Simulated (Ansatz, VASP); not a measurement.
Two plane-wave programs on Pt

File INCAR:

```
  PREC = Accurate
  ENCUT = 520
  EDIFF = 1E-6
  ISMEAR = 0
  SIGMA = 0.15
  LREAL = F
  LASPH = T
  NELM = 80
  ALGO = Fast
  ISIF = 2
  LWAVE = F
  LCHARG = F
  NBANDS = 17
```

The input KPOINTS:

```
Automatic mesh
0
Gamma
  21 21 10
```

File POSCAR:

```
Pt
1.0
    2.7872338290      0.0000000000      0.0000000000
   -1.3936169145      2.4138153022      0.0000000000
    0.0000000000      0.0000000000      4.8128176121
Pt
2
Direct
    0.6666666667      0.3333333333      0.7500000000
    0.3333333333      0.6666666667      0.2500000000
```

Input for Ansatz:

```yaml
crystal:
  lattice:
    - [2.787233829, 0.0, 0.0]
    - [-1.3936169145, 2.4138153022, 0.0]
    - [0.0, 0.0, 4.8128176121]
  atoms:
    - { symbol: Pt, position: [0.6666666667, 0.3333333333, 0.75] }
    - { symbol: Pt, position: [0.3333333333, 0.6666666667, 0.25] }
basis:
  ecutwfc: 420
kpoints:
  mp_grid: { grid: [21, 21, 10] }
hamiltonian:
  xc: lda
  pseudopotentials: { kind: paw, azcp: { folder: soft_1 } }
scf:
  occupations: { method: gaussian, width: 0.15 }
  lower_state_search: "off"
output:
  forces: true
  stress: true
  eigenvalues: true
```

Alike in both runs: task single point; functional LDA; k mesh 21 × 21 × 10; occupations gaussian, width 0.15 eV; no spin polarisation.

```csv
,VASP,Ansatz
version,VASP 6.6.1,Ansatz 0.2.0
potentials or method,"VASP PAW LDA potentials, release 64 (Pt), cutoff 520 eV","scalar-relativistic, plane waves, PAW"
valence electrons in the cell,20,36
```

```tsv
	VASP	Ansatz	Ansatz less VASP
gap on the k mesh at the Fermi level (eV)	none	none	-
pressure (GPa)	-20.0	-20.6	-0.57
traceless stress, the component that is largest in VASP (GPa)	0.97	1.25	+0.279
```

Ansatz warns that its potentials were made for another functional, while VASP's fit it. LDA's correlation is that of Perdew and Zunger in VASP and of Perdew and Wang (1992) in Ansatz. A gap of «none» marks a metal or a gap that the smearing closes. VASP's potentials hold 20 valence electrons a cell and Ansatz's 36, so a difference there can come from the potentials and not from the codes.

Neither program's run includes spin-orbit coupling.
